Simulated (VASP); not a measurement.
Wanted: the native input for a VASP 6.6.1 run.

| Quantity | Value |
| --- | --- |
| Task | single point |
| Functional | PBEsol |
| Dispersion | D3(BJ) |
| Potentials or basis | VASP PAW PBE potentials, release 64 (Te, Mo_sv) |
| Cutoff | 520 eV |
| k mesh | 4 × 8 × 2 |
| Occupations | fermi-dirac, width 0.05 eV |
| Spin | no spin polarisation |
| Dipole correction | no |
| Further INCAR settings | ALGO = Normal; EDIFF = 1e-06; NBANDS = 64 |

The structure of Te2Mo lies in POSCAR:

```
Te2Mo
1.0
    6.2685810853      0.0000000000     -0.0968225906
    0.0000000000      3.4176843734      0.0000000000
   -0.7689373418      0.0000000000     12.8540362630
Te Mo
8 4
Direct
    0.0517983186      0.5000000000      0.3909810445
    0.9482169476      0.0000000000      0.6090192476
    0.5562131149      0.0000000000      0.3412727688
    0.4437992021      0.5000000000      0.6587259322
    0.0962527870      0.0000000000      0.1594653618
    0.9037335404      0.5000000000      0.8405350470
    0.5886274243      0.5000000000      0.1084959678
    0.4113578296      0.0000000000      0.8915043088
    0.3191818865      0.0000000000      0.5060912903
    0.6808337479      0.5000000000      0.4939076392
    0.1829284443      0.5000000000      0.0080957223
    0.8170557468      0.0000000000      0.9919046597
```

One way to write it, as run:

INCAR

```
SYSTEM = Te2Mo
ALGO = Normal
EDIFF = 1E-6
ENCUT = 520
GGA = PS
ISIF = 2
ISMEAR = -1
IVDW = 12
LASPH = .TRUE.
LCHARG = .FALSE.
LREAL = .FALSE.
LWAVE = .FALSE.
NBANDS = 64
NELM = 100
PREC = Accurate
SIGMA = 0.05
```

KPOINTS

```
k-points
0
G
  4 8 2
  0 0 0
```

Potentials or basis: VASP PAW PBE potentials, release 64 (Te, Mo_sv).

Command:

```sh
$ cat potpaw_PBE.64/Te/POTCAR potpaw_PBE.64/Mo_sv/POTCAR > POTCAR
$ mpirun -np 1 vasp_std > vasp.out
```

Results of the run:

* Pressure: 0.1 GPa
* Largest force: 0.029 eV/Å
* Band gap on the k mesh: zero (bands 52 and 53 overlap by 0.60 eV)
* Dispersion energy per atom: -0.560 eV

Caveat: the PAW data sets were made with another functional, which shifts forces and pressure a little; spin-orbit coupling is left out, which moves the levels of the heavy elements.

Wall time 25 min on 1 thread of Intel(R) Xeon(R) Platinum 8375C CPU @ 2.90GHz (Ice Lake), with other jobs on the host, peak memory 0.6 GiB.
